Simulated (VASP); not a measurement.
# Be4H7 (Cmmm) in VASP: notebook

Runs on Be4H7. Level: PBE. Tasks: relaxation of cell and atoms, single point.

Everything below comes from runs of VASP 6.6.1. Logs are shortened: lines on timing, memory, paths and dates and some standing lists are left out, and cuts for length are marked.

## Step 1: The cell of the first run

It takes space group Cmmm (No. 65, orthorhombic). The conventional cell has a = 3.873 Å, b = 12.697 Å, c = 4.029 Å, α = 90.00°, β = 90.00°, γ = 90.00°. Be (site symmetry m2m) has 3 H at 1.19 Å within 1.6 Å. Within 1.6 Å of Be (site symmetry m2m) lie 4 H at 1.19 Å. H (site symmetry mmm) has 2 Be at 1.19 Å within 1.6 Å. H (site symmetry m) has 2 Be at 1.19 Å within 1.6 Å. Within 1.6 Å of H (site symmetry 2/m) lie 2 Be at 1.19 Å.

The cell was generated, and may not be a known phase.

## Step 2: Relaxation of cell and atoms, PBE

File INCAR:

```
  ALGO = Normal
  EDIFF = 1E-7
  EDIFFG = -0.04
  ENCUT = 600
  GGA = PE
  GGA_COMPAT = False
  IBRION = 2
  ISIF = 3
  ISMEAR = 0
  LASPH = True
  LCHARG = False
  LREAL = False
  LWAVE = False
  NELM = 120
  NELMIN = 4
  NSW = 90
  PREC = Accurate
  SIGMA = 0.1
```

File KPOINTS:

```
k-points
0
Gamma
  6 6 4
```

File POSCAR:

```
Be4H7
1.0
    1.9365470000     -6.3483603800      0.0000000000
    1.9365470000      6.3483603800      0.0000000000
    0.0000000000      0.0000000000      4.0285632600
Be H
4 7
Direct
    0.0940261200      0.9059738800      0.5000000000
    0.9059738800      0.0940261200      0.5000000000
    0.1949989000      0.8050011000      0.0000000000
    0.8050011000      0.1949989000      0.0000000000
    0.0000000000      0.0000000000      0.5000000000
    0.1445125100      0.8554874900      0.7500000000
    0.1445125100      0.8554874900      0.2500000000
    0.8554874900      0.1445125100      0.7500000000
    0.8554874900      0.1445125100      0.2500000000
    0.0000000000      0.5000000000      0.0000000000
    0.5000000000      0.0000000000      0.0000000000
```

Potentials or basis: VASP PAW PBE potentials, release 64 (Be, H).

On the command line:

```
$ cat potpaw_PBE.64/Be/POTCAR potpaw_PBE.64/H/POTCAR > POTCAR
$ mpirun -np 1 vasp_std > vasp.out
```

OUTCAR:

```text
EDIFF = 1E-7
   EDIFFG = -0.04
   ENCUT = 600
   GGA = PE
   IBRION = 2
   ISIF = 3
   ISMEAR = 0
   LASPH = True
   LREAL = False
   NELM = 120
   NELMIN = 4
   NSW = 90
   PREC = Accurate

 ion  position               nearest neighbor table
   1  0.094  0.906  0.500-   5 1.19   6 1.19   7 1.19   2 2.39   3 2.39   3 2.39
   2  0.906  0.094  0.500-   5 1.19   8 1.19   9 1.19   1 2.39   4 2.39   4 2.39
   3  0.195  0.805  0.000-  10 1.19  11 1.19   6 1.19   7 1.19   4 2.39   4 2.39   1 2.39   1 2.39

   4  0.805  0.195  0.000-  10 1.19  11 1.19   8 1.19   9 1.19   3 2.39   3 2.39   2 2.39   2 2.39

   5  0.000  0.000  0.500-   1 1.19   2 1.19
   6  0.145  0.855  0.750-   1 1.19   3 1.19
   7  0.145  0.855  0.250-   1 1.19   3 1.19
   8  0.855  0.145  0.750-   2 1.19   4 1.19
   9  0.855  0.145  0.250-   2 1.19   4 1.19
  10  0.000  0.500  0.000-   3 1.19   4 1.19
  11  0.500  0.000  0.000-   3 1.19   4 1.19

  LATTYP: Found a base centered orthorhombic cell.
 ALAT       =     3.8730940000
 B/A-ratio  =     3.2781855437
 C/A-ratio  =     1.0401408435

  Lattice vectors:

 A1 = (   1.9365470000,  -6.3483603800,   0.0000000000)
 A2 = (   1.9365470000,   6.3483603800,   0.0000000000)
 A3 = (   0.0000000000,   0.0000000000,   4.0285632600)

Analysis of symmetry for initial positions (statically):
=====================================================================
 Subroutine PRICEL returns:
 Original cell was already a primitive cell.

 Routine SETGRP: Setting up the symmetry group for a
 base centered orthorhombic supercell.

 Subroutine GETGRP returns: Found  8 space group operations
 (whereof  8 operations were pure point group operations)
 out of a pool of  8 trial point group operations.

The static configuration has the point symmetry D_2h.

Analysis of symmetry for dynamics (positions and initial velocities):
=====================================================================
 Subroutine PRICEL returns:
 Original cell was already a primitive cell.

 Routine SETGRP: Setting up the symmetry group for a
 base centered orthorhombic supercell.

 Subroutine GETGRP returns: Found  8 space group operations
 (whereof  8 operations were pure point group operations)
 out of a pool of  8 trial point group operations.

The dynamic configuration has the point symmetry D_2h.

 Subroutine INISYM returns: Found  8 space group operations
 (whereof  8 operations are pure point group operations),
 and found     1 'primitive' translations

----------------------------------------------------------------------------------------

                                     Primitive cell

  volume of cell :      99.0535

  direct lattice vectors                    reciprocal lattice vectors
     1.936547000 -6.348360380  0.000000000     0.258191513 -0.078760494  0.000000000
     1.936547000  6.348360380  0.000000000     0.258191513  0.078760494  0.000000000
     0.000000000  0.000000000  4.028563260     0.000000000  0.000000000  0.248227454

  length of vectors
     6.637160070  6.637160070  4.028563260     0.269937165  0.269937165  0.248227454

  position of ions in fractional coordinates (direct lattice)
     0.094026120  0.905973880  0.500000000
     0.905973880  0.094026120  0.500000000
     0.194998900  0.805001100  0.000000000
     0.805001100  0.194998900  0.000000000
     0.000000000  0.000000000  0.500000000
     0.144512510  0.855487490  0.750000000
     0.144512510  0.855487490  0.250000000
     0.855487490  0.144512510  0.750000000
     0.855487490  0.144512510  0.250000000
     0.000000000  0.500000000  0.000000000
     0.500000000  0.000000000  0.000000000

  ion indices of the primitive-cell ions
   primitive index   ion index
                 1           1
                 2           2
                 3           3
                 4           4
                 5           5
                 6           6
                 7           7
                 8           8
                 9           9
                10          10
                11          11

----------------------------------------------------------------------------------------

 KPOINTS: k-points

Automatic generation of k-mesh.
 Grid dimensions read from file:
 generate k-points for:    6    6    4

 Generating k-lattice:

  Cartesian coordinates                     Fractional coordinates (reciprocal lattice)
     0.043031919 -0.013126749  0.000000000     0.166666667  0.000000000  0.000000000
     0.043031919  0.013126749  0.000000000     0.000000000  0.166666667  0.000000000
     0.000000000  0.000000000  0.062056863     0.000000000  0.000000000  0.250000000

  Length of vectors
     0.044989527  0.044989527  0.062056863

  Shift w.r.t. Gamma in fractional coordinates (k-lattice)
     0.000000000  0.000000000  0.000000000

 Subroutine IBZKPT returns following result:
 ===========================================

 Found     39 irreducible k-points:

 Following reciprocal coordinates:
            Coordinates               Weight
  0.000000  0.000000  0.000000      1.000000
  0.166667  0.000000  0.000000      4.000000
  0.333333  0.000000  0.000000      4.000000
  0.500000  0.000000  0.000000      2.000000
  0.166667  0.166667  0.000000      2.000000
  0.333333  0.166667  0.000000      4.000000
[... 16 lines left out ...]
  0.333333  0.333333  0.250000      4.000000
  0.500000  0.333333  0.250000      8.000000
 [... further k-points ...]
   k-points           NKPTS =     39   k-points in BZ     NKDIM =     39   number of bands    NBANDS=     13
   number of dos      NEDOS =    301   number of ions     NIONS =     11
   total plane-waves  NPLWV =  93312
   dimension x,y,z NGX =    54 NGY =   54 NGZ =   32
   dimension x,y,z NGXF=   108 NGYF=  108 NGZF=   64
   ions per type =               4   7
   NGX,Y,Z   is equivalent  to a cutoff of  13.53, 13.53, 13.21 a.u.
   NGXF,Y,Z  is equivalent  to a cutoff of  27.05, 27.05, 26.41 a.u.
 SYSTEM =  unknown system
   PREC   = accura    normal or accurate (medium, high low for compatibility)
   ISTART =      0    job   : 0-new  1-cont  2-samecut
   ICHARG =      2    charge: 1-file 2-atom 10-const
   ISPIN  =      1    spin polarized calculation?
   LNONCOLLINEAR =      F non collinear calculations
   LSORBIT =      F    spin-orbit coupling
   LASPH  =      T    aspherical Exc in radial PAW
   ENCUT  =  600.0 eV  44.10 Ry    6.64 a.u.  13.26 13.26  8.05*2*pi/ulx,y,z
   NELM   =    120;   NELMIN=  4; NELMDL= -5     # of ELM steps
   EDIFF  = 0.1E-06   stopping-criterion for ELM
   LREAL  =      F    real-space projection
   EDIFFG = -.4E-01   stopping-criterion for IOM
   NSW    =     90    number of steps for IOM
   IBRION =      2    ionic relax: 0-MD 1-quasi-New 2-CG
   NFREE  =      1    steps in history (QN), initial steepest desc. (CG)
   ISIF   =      3    stress and relaxation
   ISYM   =      2    0-nonsym 1-usesym 2-fastsym
   POTIM  = 0.5000    time-step for ionic-motion
   TEBEG  =    0.0;   TEEND  =   0.0 temperature during run
   PSTRESS=    0.0 pullay stress
   NELECT =      15.0000    total number of electrons
   NUPDOWN=      -1.0000    fix difference up-down
   EMIN   =  10.00;   EMAX   =-10.00  energy-range for DOS
   EFERMI =   0.00;   METHOD = LEGACY
   ISMEAR =     0;   SIGMA  =   0.10  broadening in eV -4-tet -1-fermi 0-gaus
   EFERMI_NEDOS =   21; number of points for ismear=-14 and -15
   IALGO  =     38    algorithm
   IMIX   =      4    mixing-type and parameters
     AMIX     =   0.40;   BMIX     =  1.00
     AMIX_MAG =   1.60;   BMIX_MAG =  1.00
  volume/ion in A,a.u.               =       9.00        60.77
  Fermi-wavevector in a.u.,A,eV,Ry     =   0.872600  1.648975 10.359900  0.761431
  Thomas-Fermi vector in A             =   1.991873
   LORBIT       =      0    0 simple, 1 ext, 2 COOP (PROOUT), +10 PAW based schemes
   GGA     = PE    functional components
   LHFCALC =     F    Hartree Fock is set to
   AEXX    =    0.0000 exact exchange contribution
   IVDW    =     0    specifies the selected vdW correction
   LEPSILON=     F    determine dielectric tensor
   LRPA    =     F    only Hartree local field effects (RPA)
 conjugate gradient relaxation of ions
 non-spin polarized calculation
 Gauss-broadening in eV      SIGMA  =   0.10
  energy-cutoff  :      600.00
  volume of cell :       99.05
 maximum number of plane-waves:      3328
 NGX is ok and might be reduce to    54
   NGX = 27   NGY = 27   NGZ = 17

--------------------------------------- Ionic step        1  -------------------------------------------

 number of electron      15.0000003 magnetization

 Free energy of the ion-electron system (eV)
  ---------------------------------------------------
  ext. energy  EPLUGINS =         0.00000000
  ---------------------------------------------------
  free energy    TOTEN  =       -32.89691735 eV

  energy without entropy =      -32.89690568  energy(sigma->0) =      -32.89691151

------------------------ aborting loop because EDIFF is reached ----------------------------------------

  FORCE on cell =-STRESS in cart. coord.  units (eV):
  Direction    XX          YY          ZZ          XY          YZ          ZX
  --------------------------------------------------------------------------------------
  -------------------------------------------------------------------------------------
  Total        8.2465841     18.7503045     20.0742947      0.0000000      0.0000000      0.0000000
  in kB      133.3874215    303.2837271    324.6990962      0.0000000      0.0000000      0.0000000
  external PRESSURE =     253.7900816 kB  Pullay stress =       0.0000000 kB
[... 116 lines left out ...]
  FREE ENERGIE OF THE ION-ELECTRON SYSTEM (eV)
  ---------------------------------------------------
  free  energy   TOTEN  =       -36.0151516573 eV

  energy  without entropy=      -36.0151507057  energy(sigma->0) =      -36.01515118

[... ionic steps 4 to 11 ...]

--------------------------------------- Ionic step       12  -------------------------------------------

 number of electron      15.0000004 magnetization

------------------------ aborting loop because EDIFF is reached ----------------------------------------

  FORCE on cell =-STRESS in cart. coord.  units (eV):
  Direction    XX          YY          ZZ          XY          YZ          ZX
  --------------------------------------------------------------------------------------
  -------------------------------------------------------------------------------------
  Total       -0.1284928      0.4458375      0.2040336     -0.0000000      0.0000000      0.0000000
  in kB       -1.3855730      4.8075896      2.2001511     -0.0000000      0.0000000      0.0000000
  external PRESSURE =       1.8740559 kB  Pullay stress =       0.0000000 kB
[... 75 lines left out ...]
  energy  without entropy=      -36.1887804623  energy(sigma->0) =      -36.18885377

--------------------------------------- Ionic step       14  -------------------------------------------

 number of electron      14.9999998 magnetization

 Free energy of the ion-electron system (eV)
  ---------------------------------------------------
  ext. energy  EPLUGINS =         0.00000000
  ---------------------------------------------------
  free energy    TOTEN  =       -36.19084363 eV

  energy without entropy =      -36.19067674  energy(sigma->0) =      -36.19076018

 E-fermi :   0.4616     XC(G=0):  -6.1637

 val. band max:        0.2890406627   @ k =   0.1667   0.1667   0.5000
 cond. band min:       0.6340480051   @ k =   0.1667   0.0000   0.0000
 fundamental gap:      0.3450073425
 Fermi energy:         0.4615980826

 k-point     1 :       0.0000    0.0000    0.0000
  band No.  band energies     occupation
      1      -9.4640      2.00000
      2      -7.8806      2.00000
      3      -7.5087      2.00000
      4      -5.7023      2.00000
      5      -5.4699      2.00000
      6      -5.3239      2.00000
      7      -4.8103      2.00000
      8       1.5619      0.00000
      9       1.8608      0.00000
     10       2.1209      0.00000
     11       2.5694      0.00000
     12       2.6376      0.00000
     13       3.3365      0.00000
[... 353 lines left out ...]
 k-point    24 :       0.5000    0.3333    0.2500
  band No.  band energies     occupation
      1      -9.0027      2.00000
      2      -8.2812      2.00000
      3      -6.7473      2.00000
      4      -6.4086      2.00000
      5      -5.6888      2.00000
      6      -5.5770      2.00000
      7      -5.0731      2.00000
      8       1.0530      0.00000
      9       2.0096      0.00000
     10       2.3749      0.00000
     11       3.0215      0.00000
     12       3.2341      0.00000
     13       3.4322      0.00000

 [... further k-points ...]

------------------------ aborting loop because EDIFF is reached ----------------------------------------

  FORCE on cell =-STRESS in cart. coord.  units (eV):
  Direction    XX          YY          ZZ          XY          YZ          ZX
  --------------------------------------------------------------------------------------
  -------------------------------------------------------------------------------------
  Total       -0.2707635     -0.0929162     -0.0485371     -0.0000000      0.0000000      0.0000000
  in kB       -2.8923020     -0.9925327     -0.5184745     -0.0000000      0.0000000      0.0000000
  external PRESSURE =      -1.4677697 kB  Pullay stress =       0.0000000 kB
[... 26 lines left out ...]
  FREE ENERGIE OF THE ION-ELECTRON SYSTEM (eV)
  ---------------------------------------------------
  free  energy   TOTEN  =       -36.1908436313 eV

  energy  without entropy=      -36.1906767363  energy(sigma->0) =      -36.19076018

 reached required accuracy - stopping structural energy minimisation
```

Run time: 13 min. Hardware: 1 thread of Oxide Virtual Turin-like, shared host; peak memory 0.29 GiB.

What came out:

```
Free energy                           : -36.1908 eV
Relaxed volume                        : 13.64 Å³/atom
Relaxed cell                          : a = 7.704 Å, b = 7.704 Å, c = 4.671 Å, α = 90.00°, β = 90.00°, γ = 147.24°
Space group after relaxing (to 0.1 Å) : Cmmm (No. 65)
Energy gained by relaxing             : 299.4 meV/atom
Ionic steps                           : 14
Pressure after relaxing               : -0.1 GPa
Largest force after relaxing          : 0.032 eV/Å
Band gap on the k mesh                : zero (an odd number of electrons rules out a gap without spin polarisation)
```

Forces in eV/Å, atoms in the order of the input:
```
Be   0.000  0.032  0.000
Be   0.000 -0.032  0.000
Be   0.000 -0.009  0.000
Be   0.000  0.009  0.000
H    0.000  0.000  0.000
H    0.000  0.025  0.003
H    0.000  0.025 -0.003
H    0.000 -0.025  0.003
H    0.000 -0.025 -0.003
H    0.000  0.000  0.000
H    0.000  0.000  0.000
```

Stress tensor (GPa, compression positive):
```
-0.29  0.00  0.00
 0.00 -0.10  0.00
 0.00  0.00 -0.05
```

Step by step:
```csv
step,energy change (eV),largest force (eV/Å),pressure (GPa),volume (Å³)
1,0.0000,0.6967,25.38,99.05
2,-2.4894,0.6249,9.27,120.86
3,-3.1182,0.6832,2.23,138.77
4,-3.1549,0.7145,0.73,144.19
5,-3.1556,0.7269,0.47,145.20
6,-3.2338,0.2928,-0.10,147.69
7,-3.2344,0.2136,-0.07,147.49
8,-3.2485,0.1704,-0.03,147.60
9,-3.2518,0.2750,0.01,147.69
10,-3.2614,0.2265,0.09,147.77
11,-3.2732,0.1804,0.30,148.00
12,-3.2812,0.1416,0.19,148.58
13,-3.2920,0.0919,-0.18,150.32
14,-3.2939,0.0320,-0.15,149.99
```

Final structure:
```xyz
11
Lattice="2.1722 -7.3911 0.0000 2.1722 7.3911 0.0000 0.0000 0.0000 4.6711" Properties=species:S:1:pos:R:3 pbc="T T T"
Be    2.1722    6.0505    2.3355
Be    2.1722   -6.0505    2.3355
Be    2.1722    4.5537    4.6711
Be    2.1722   -4.5537    4.6711
H     0.0000    0.0000    2.3355
H     2.1722    5.4073    3.5496
H     2.1722    5.4073    1.1214
H     2.1722   -5.4073    3.5496
H     2.1722   -5.4073    1.1214
H     1.0861    3.6955    4.6711
H     1.0861   -3.6955    4.6711
```

Levels at points of the mesh, in eV from the Fermi level:
| k point | band 3 | band 4 | band 5 | band 6 | band 7 | band 8 | band 9 | band 10 | band 11 | band 12 |
| --- | --- | --- | --- | --- | --- | --- | --- | --- | --- | --- |
| (0.00, 0.00, 0.00) | -7.97 | -6.16 | -5.93 | -5.79 | -5.27 | 1.10 | 1.40 | 1.66 | 2.11 | 2.18 |
| (0.50, 0.00, 0.00) | -7.44 | -6.50 | -6.00 | -5.98 | -5.85 | -1.01 | 0.42 | 2.18 | 2.24 | 3.05 |
| (0.50, 0.50, 0.00) | -6.74 | -6.68 | -6.04 | -5.93 | -5.27 | 1.54 | 1.56 | 1.77 | 2.01 | 2.13 |
| (0.00, 0.00, 0.50) | -7.50 | -7.14 | -6.41 | -6.30 | -5.22 | 1.75 | 2.21 | 2.59 | 2.62 | 2.83 |
| (0.50, 0.00, 0.50) | -8.23 | -7.16 | -6.26 | -6.18 | -6.16 | -0.57 | 0.78 | 2.27 | 2.32 | 2.35 |
| (0.50, 0.50, 0.50) | -7.66 | -7.47 | -6.13 | -6.11 | -5.22 | 1.33 | 1.63 | 1.86 | 3.03 | 3.15 |

Caveat: the k points lie up to 0.34 Å⁻¹ apart in the final cell, too coarse for converged energies and pressures of a metal; the volume moved by over 15 % at a fixed basis, so the end points are rough; an odd number of electrons without spin polarisation forces a metal; a magnetic or distorted state may lie lower.

(Part 1 of 2 ends here.)

The gap in the log of VASP goes by the Fermi energy; the results here count the filled bands.